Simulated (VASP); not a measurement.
# Hg (Fd-3m) in VASP: notebook

Runs on Hg. Level: PBE. Tasks: relaxation of cell and atoms.

All numbers are computed with VASP 6.6.1; they aren't measurements. Logs are shortened: lines on timing, memory, paths and dates and some standing lists are left out, and cuts for length are marked.

### 1 The cell of the first run

Symmetry: Fd-3m, No. 227, cubic system. Conventional cell: a = 5.940 Å, b = 5.940 Å, c = 5.940 Å, α = 90.00°, β = 90.00°, γ = 90.00°. Within 3.4 Å of Hg (site symmetry -43m) lie 4 Hg at 2.57 Å.

### 2 Relaxation of cell and atoms, PBE, target pressure 6.8 GPa, at which the enthalpy is minimised

INCAR reads:

```
SYSTEM = Hg
  PREC = Accurate
  ENCUT = 600
  EDIFF = 1E-6
  ISMEAR = -1
  SIGMA = 0.05
  LREAL = .False.
  LASPH = .True.
  NELM = 60
  ALGO = Normal
  ISIF = 3
  LWAVE = .False.
  LCHARG = .False.
  GGA = PE
  IBRION = 2
  NSW = 60
  EDIFFG = -0.005
  PSTRESS = 68.0
```

KPOINTS reads:

```
regular mesh
0
Gamma
  11 11 11
  0 0 0
```

POSCAR reads:

```
Hg
1.0
    0.0000000000      2.9699448182      2.9699448182
    2.9699448182      0.0000000000      2.9699448182
    2.9699448182      2.9699448182      0.0000000000
Hg
2
Direct
   -0.1250000000     -0.1250000000     -0.1250000000
    0.1250000000      0.1250000000      0.1250000000
```

Potentials or basis: VASP PAW PBE potentials, release 64 (Hg).

Run with:

```console
$ cat potpaw_PBE.64/Hg/POTCAR > POTCAR
$ mpirun -np 1 vasp_std > vasp.out
```

OUTCAR:

```text
SYSTEM = Hg
   PREC = Accurate
   ENCUT = 600
   EDIFF = 1E-6
   ISMEAR = -1
   LREAL = .False.
   LASPH = .True.
   NELM = 60
   ISIF = 3
   GGA = PE
   IBRION = 2
   NSW = 60
   EDIFFG = -0.005
   PSTRESS = 68.0

 ion  position               nearest neighbor table
   1  0.875  0.875  0.875-   2 2.57   2 2.57   2 2.57   2 2.57
   2  0.125  0.125  0.125-   1 2.57   1 2.57   1 2.57   1 2.57

  LATTYP: Found a face centered cubic cell.
 ALAT       =     5.9398896364

  Lattice vectors:

 A1 = (   0.0000000000,   2.9699448182,   2.9699448182)
 A2 = (   2.9699448182,   0.0000000000,   2.9699448182)
 A3 = (   2.9699448182,   2.9699448182,   0.0000000000)

Analysis of symmetry for initial positions (statically):
=====================================================================
 Subroutine PRICEL returns:
 Original cell was already a primitive cell.

 Routine SETGRP: Setting up the symmetry group for a
 face centered cubic supercell.

 Subroutine GETGRP returns: Found 48 space group operations
 (whereof 12 operations were pure point group operations)
 out of a pool of 48 trial point group operations.

The static configuration has the point symmetry D_3d.
 The point group associated with its full space group is O_h .

Analysis of symmetry for dynamics (positions and initial velocities):
=====================================================================
 Subroutine PRICEL returns:
 Original cell was already a primitive cell.

 Routine SETGRP: Setting up the symmetry group for a
 face centered cubic supercell.

 Subroutine GETGRP returns: Found 48 space group operations
 (whereof 12 operations were pure point group operations)
 out of a pool of 48 trial point group operations.

The dynamic configuration has the point symmetry D_3d.
 The point group associated with its full space group is O_h .

 Subroutine INISYM returns: Found 48 space group operations
 (whereof 12 operations are pure point group operations),
 and found     1 'primitive' translations

----------------------------------------------------------------------------------------

                                     Primitive cell

  volume of cell :      52.3932

  direct lattice vectors                    reciprocal lattice vectors
     0.000000000  2.969944818  2.969944818    -0.168353296  0.168353296  0.168353296
     2.969944818  0.000000000  2.969944818     0.168353296 -0.168353296  0.168353296
     2.969944818  2.969944818  0.000000000     0.168353296  0.168353296 -0.168353296

  length of vectors
     4.200136241  4.200136241  4.200136241     0.291596463  0.291596463  0.291596463

  position of ions in fractional coordinates (direct lattice)
     0.875000000  0.875000000  0.875000000
     0.125000000  0.125000000  0.125000000

  ion indices of the primitive-cell ions
   primitive index   ion index
                 1           1
                 2           2

----------------------------------------------------------------------------------------

 KPOINTS: regular mesh

Automatic generation of k-mesh.
 Grid dimensions read from file:
 generate k-points for:   11   11   11

 Generating k-lattice:

  Cartesian coordinates                     Fractional coordinates (reciprocal lattice)
    -0.015304845  0.015304845  0.015304845     0.090909091  0.000000000  0.000000000
     0.015304845 -0.015304845  0.015304845     0.000000000  0.090909091  0.000000000
     0.015304845  0.015304845 -0.015304845     0.000000000  0.000000000  0.090909091

  Length of vectors
     0.026508769  0.026508769  0.026508769

  Shift w.r.t. Gamma in fractional coordinates (k-lattice)
     0.000000000  0.000000000  0.000000000

 Subroutine IBZKPT returns following result:
 ===========================================

 Found     56 irreducible k-points:

 Following reciprocal coordinates:
            Coordinates               Weight
  0.000000  0.000000  0.000000      1.000000
  0.090909  0.000000  0.000000      8.000000
  0.181818  0.000000  0.000000      8.000000
  0.272727  0.000000  0.000000      8.000000
  0.363636  0.000000  0.000000      8.000000
  0.454545  0.000000  0.000000      8.000000
[... 16 lines left out ...]
 -0.272727  0.181818  0.000000     24.000000
 -0.181818  0.181818  0.000000     12.000000
 [... further k-points ...]
   k-points           NKPTS =     56   k-points in BZ     NKDIM =     56   number of bands    NBANDS=     16
   number of dos      NEDOS =    301   number of ions     NIONS =      2
   total plane-waves  NPLWV =  46656
   dimension x,y,z NGX =    36 NGY =   36 NGZ =   36
   dimension x,y,z NGXF=    72 NGYF=   72 NGZF=   72
   ions per type =               2
   NGX,Y,Z   is equivalent  to a cutoff of  14.25, 14.25, 14.25 a.u.
   NGXF,Y,Z  is equivalent  to a cutoff of  28.50, 28.50, 28.50 a.u.
 SYSTEM =  Hg
   PREC   = accura    normal or accurate (medium, high low for compatibility)
   ISTART =      0    job   : 0-new  1-cont  2-samecut
   ICHARG =      2    charge: 1-file 2-atom 10-const
   ISPIN  =      1    spin polarized calculation?
   LNONCOLLINEAR =      F non collinear calculations
   LSORBIT =      F    spin-orbit coupling
   LASPH  =      T    aspherical Exc in radial PAW
   ENCUT  =  600.0 eV  44.10 Ry    6.64 a.u.   8.39  8.39  8.39*2*pi/ulx,y,z
   NELM   =     60;   NELMIN=  2; NELMDL= -5     # of ELM steps
   EDIFF  = 0.1E-05   stopping-criterion for ELM
   LREAL  =      F    real-space projection
   EDIFFG = -.5E-02   stopping-criterion for IOM
   NSW    =     60    number of steps for IOM
   IBRION =      2    ionic relax: 0-MD 1-quasi-New 2-CG
   NFREE  =      1    steps in history (QN), initial steepest desc. (CG)
   ISIF   =      3    stress and relaxation
   ISYM   =      2    0-nonsym 1-usesym 2-fastsym
   POTIM  = 0.5000    time-step for ionic-motion
   TEBEG  =    0.0;   TEEND  =   0.0 temperature during run
   PSTRESS=   68.0 pullay stress
   NELECT =      24.0000    total number of electrons
   NUPDOWN=      -1.0000    fix difference up-down
   EMIN   =  10.00;   EMAX   =-10.00  energy-range for DOS
   EFERMI =   0.00;   METHOD = LEGACY
   ISMEAR =    -1;   SIGMA  =   0.05  broadening in eV -4-tet -1-fermi 0-gaus
   EFERMI_NEDOS =   21; number of points for ismear=-14 and -15
   IALGO  =     38    algorithm
   IMIX   =      4    mixing-type and parameters
     AMIX     =   0.40;   BMIX     =  1.00
     AMIX_MAG =   1.60;   BMIX_MAG =  1.00
  volume/ion in A,a.u.               =      26.20       176.78
  Fermi-wavevector in a.u.,A,eV,Ry     =   1.261983  2.384802 21.668656  1.592601
  Thomas-Fermi vector in A             =   2.395414
   LORBIT       =      0    0 simple, 1 ext, 2 COOP (PROOUT), +10 PAW based schemes
   GGA     = PE    functional components
   LHFCALC =     F    Hartree Fock is set to
   AEXX    =    0.0000 exact exchange contribution
   IVDW    =     0    specifies the selected vdW correction
   LEPSILON=     F    determine dielectric tensor
   LRPA    =     F    only Hartree local field effects (RPA)
 conjugate gradient relaxation of ions
 non-spin polarized calculation
  energy-cutoff  :      600.00
  volume of cell :       52.39
 maximum number of plane-waves:      1807
 NGX is ok and might be reduce to    36
   NGX = 17   NGY = 17   NGZ = 17

--------------------------------------- Ionic step        1  -------------------------------------------

 number of electron      23.9999999 magnetization

 Free energy of the ion-electron system (eV)
  ---------------------------------------------------
  ext. energy  EPLUGINS =         0.00000000
  ---------------------------------------------------
  free energy    TOTEN  =         1.16699072 eV

  energy without entropy =        1.17181656  energy(sigma->0) =        1.16940364

------------------------ aborting loop because EDIFF is reached ----------------------------------------

  FORCE on cell =-STRESS in cart. coord.  units (eV):
  Direction    XX          YY          ZZ          XY          YZ          ZX
  --------------------------------------------------------------------------------------
  -------------------------------------------------------------------------------------
  Total        7.5426315      7.5426315      7.5426315      0.0000000     -0.0000000     -0.0000000
  in kB      230.6525919    230.6525919    230.6525919      0.0000000     -0.0000000     -0.0000000
  external PRESSURE =     162.6525919 kB  Pullay stress =      68.0000000 kB

 VOLUME and BASIS-vectors are now :
 -----------------------------------------------------------------------------
  energy-cutoff  :      600.00
  volume of cell :       52.39
      direct lattice vectors                 reciprocal lattice vectors
     0.000000000  2.969944818  2.969944818    -0.168353296  0.168353296  0.168353296
     2.969944818  0.000000000  2.969944818     0.168353296 -0.168353296  0.168353296
     2.969944818  2.969944818  0.000000000     0.168353296  0.168353296 -0.168353296
[... 46 lines left out ...]
  FREE ENERGIE OF THE ION-ELECTRON SYSTEM (eV)
  ---------------------------------------------------
  free  energy   TOTEN  =        -0.0835951475 eV

  energy  without entropy=       -0.0750137838  energy(sigma->0) =       -0.07930447

  enthalpy is  TOTEN    =         3.1104956621 eV   P V=        3.1940908096

--------------------------------------- Ionic step        3  -------------------------------------------

 number of electron      23.9999997 magnetization

 Free energy of the ion-electron system (eV)
  ---------------------------------------------------
  ext. energy  EPLUGINS =         0.00000000
  ---------------------------------------------------
  free energy    TOTEN  =         0.18416825 eV

  energy without entropy =        0.19111540  energy(sigma->0) =        0.18764182

 E-fermi :   1.3096     XC(G=0):  -8.9346

 val. band max:        1.2714758682   @ k =  -0.3636   0.3636   0.1818
 cond. band min:       1.3771471671   @ k =   0.2727   0.2727   0.0000
 fundamental gap:      0.1056712988
 Fermi energy:         1.3096400655

 k-point     1 :       0.0000    0.0000    0.0000
  band No.  band energies     occupation
      1      -6.9526      2.00000
      2      -6.7708      2.00000
      3      -6.7708      2.00000
      4      -6.7708      2.00000
      5      -6.7012      2.00000
      6      -6.7012      2.00000
[... 8 lines left out ...]
     15       6.8683      0.00000
     16       8.1641      0.00000
[... 419 lines left out ...]
 k-point    24 :      -0.1818    0.1818    0.0000
  band No.  band energies     occupation
      1      -6.9735      2.00000
      2      -6.8863      2.00000
      3      -6.7584      2.00000
      4      -6.5211      2.00000
      5      -6.5204      2.00000
      6      -6.3164      2.00000
[... 8 lines left out ...]
     15       7.3506      0.00000
     16       8.9828      0.00000

 [... further k-points ...]

------------------------ aborting loop because EDIFF is reached ----------------------------------------

  FORCE on cell =-STRESS in cart. coord.  units (eV):
  Direction    XX          YY          ZZ          XY          YZ          ZX
  --------------------------------------------------------------------------------------
  -------------------------------------------------------------------------------------
  Total        2.7252777      2.7252777      2.7252777      0.0000000      0.0000000      0.0000000
  in kB       68.0493024     68.0493024     68.0493024      0.0000000      0.0000000      0.0000000
  external PRESSURE =       0.0493024 kB  Pullay stress =      68.0000000 kB

 VOLUME and BASIS-vectors are now :
 -----------------------------------------------------------------------------
  energy-cutoff  :      600.00
  volume of cell :       64.16
      direct lattice vectors                 reciprocal lattice vectors
     0.000000000  3.177526820  3.177526820    -0.157355084  0.157355084  0.157355084
     3.177526820 -0.000000000  3.177526820     0.157355084 -0.157355084  0.157355084
     3.177526820  3.177526820 -0.000000000     0.157355084  0.157355084 -0.157355084

 POSITION                                       TOTAL-FORCE (eV/Angst)
 -----------------------------------------------------------------------------------
      5.56067      5.56067      5.56067         0.000000      0.000000     -0.000000
      0.79438      0.79438      0.79438        -0.000000     -0.000000      0.000000
 -----------------------------------------------------------------------------------
    total drift:                                0.000000      0.000000      0.000000

  FREE ENERGIE OF THE ION-ELECTRON SYSTEM (eV)
  ---------------------------------------------------
  free  energy   TOTEN  =         0.1841682502 eV

  energy  without entropy=        0.1911153984  energy(sigma->0) =        0.18764182

  enthalpy is  TOTEN    =         2.9074714769 eV   P V=        2.7233032267

 reached required accuracy - stopping structural energy minimisation
```

Wall time 77 s (1 thread of Intel Xeon 6975P-C (Granite Rapids), shared host); peak memory 0.24 GiB.

What came out:

* Free energy: 0.1842 eV
* Relaxed volume: 32.08 Å³/atom
* Relaxed cell: a = 4.494 Å, b = 4.494 Å, c = 4.494 Å, α = 60.00°, β = 60.00°, γ = 60.00°
* Space group after relaxing (to 0.1 Å): Fd-3m (No. 227)
* Energy change on relaxing (the run minimises the enthalpy): -491.4 meV/atom
* Ionic steps: 3
* Pressure after relaxing: 6.8 GPa
* Band gap on the k mesh: zero (bands 12 and 13 overlap by 4.45 eV)

The path:
```tsv
step	energy change (eV)	largest force (eV/Å)	pressure (GPa)	volume (Å³)
1	0.0000	0.0000	23.07	52.39
2	-1.2506	0.0000	1.96	75.26
3	-0.9828	0.0000	6.80	64.16
```

Final structure:
```xyz
2
Lattice="0.0000 3.1775 3.1775 3.1775 0.0000 3.1775 3.1775 3.1775 0.0000" Properties=species:S:1:pos:R:3 pbc="T T T"
Hg    5.5607    5.5607    5.5607
Hg    0.7944    0.7944    0.7944
```

Levels at points of the mesh, in eV from the Fermi level:
```tsv
k point	band 9	band 10	band 11	band 12	band 13	band 14	band 15	band 16
(0.00, 0.00, 0.00)	-6.70	-6.22	-6.22	4.09	5.56	5.56	5.56	6.85
```

Caveat: the cell is relaxed towards a set pressure, so the run minimises the enthalpy, not the energy; the volume moved by over 15 % at a fixed basis, so the end points are rough; spin-orbit coupling is left out, which moves the levels of the heavy elements.

### 3 Relaxation of cell and atoms, PBE, target pressure 6.8 GPa, at which the enthalpy is minimised

This run uses another cell than the first one, of 31.77 Å³/atom.

INCAR reads:

```
ALGO = Normal
EDIFF = 1E-6
EDIFFG = -0.005
ENCUT = 600
GGA = PE
IBRION = 2
ISIF = 3
ISMEAR = -1
LASPH = T
LCHARG = F
LREAL = F
LWAVE = F
NELM = 100
NSW = 32
PREC = Accurate
PSTRESS = 68.0
SIGMA = 0.05
```

KPOINTS reads:

```
k-points
0
Gamma
  11 11 11
```

POSCAR reads:

```
Hg
1.0
    0.0000000000      3.1672009022      3.1672009022
    3.1672009022      0.0000000000      3.1672009022
    3.1672009022      3.1672009022      0.0000000000
Hg
2
Direct
   -0.1250000000     -0.1250000000     -0.1250000000
    0.1250000000      0.1250000000      0.1250000000
```

Potentials or basis: VASP PAW PBE potentials, release 64 (Hg).

Run with:

```console
$ cat potpaw_PBE.64/Hg/POTCAR > POTCAR
$ mpirun -np 1 vasp_std > vasp.out
```

Wall time 62 s (1 thread of Intel Xeon 6975P-C (Granite Rapids), shared host); peak memory 0.24 GiB.

The run converged. Its results:

```yaml
Free_energy: 0.1775 eV
Relaxed_volume: 32.11 Å³/atom
Relaxed_cell: a = 4.495 Å, b = 4.495 Å, c = 4.495 Å, α = 60.00°, β = 60.00°, γ = 60.00°
Space_group_after_relaxing_to_0.1_Å: Fd-3m (No. 227)
Energy_change_on_relaxing_the_run_minimises_the_enthalpy: -15.0 meV/atom
Ionic_steps: 3
Pressure_after_relaxing: 6.8 GPa
Band_gap_on_the_k_mesh: zero (bands 12 and 13 overlap by 4.44 eV)
```

Step by step:
| step | energy change (eV) | largest force (eV/Å) | pressure (GPa) | volume (Å³) |
| --- | --- | --- | --- | --- |
| 1 | 0.0000 | 0.0000 | 7.33 | 63.54 |
| 2 | -0.0422 | 0.0000 | 6.58 | 64.51 |
| 3 | -0.0299 | 0.0000 | 6.80 | 64.22 |

Final structure:
```xyz
2
Lattice="0.0000 3.1784 3.1784 3.1784 0.0000 3.1784 3.1784 3.1784 0.0000" Properties=species:S:1:pos:R:3 pbc="T T T"
Hg    5.5623    5.5623    5.5623
Hg    0.7946    0.7946    0.7946
```

Levels at points of the mesh, in eV from the Fermi level:
```tsv
k point	band 10	band 11	band 12	band 13	band 14	band 15
(0.00, 0.00, 0.00)	-6.22	-6.22	4.08	5.55	5.55	5.55
```

Caveat: the cell is relaxed towards a set pressure, so the run minimises the enthalpy, not the energy; spin-orbit coupling is left out, which moves the levels of the heavy elements.

The gap in the log of VASP goes by the Fermi energy; the results here count the filled bands.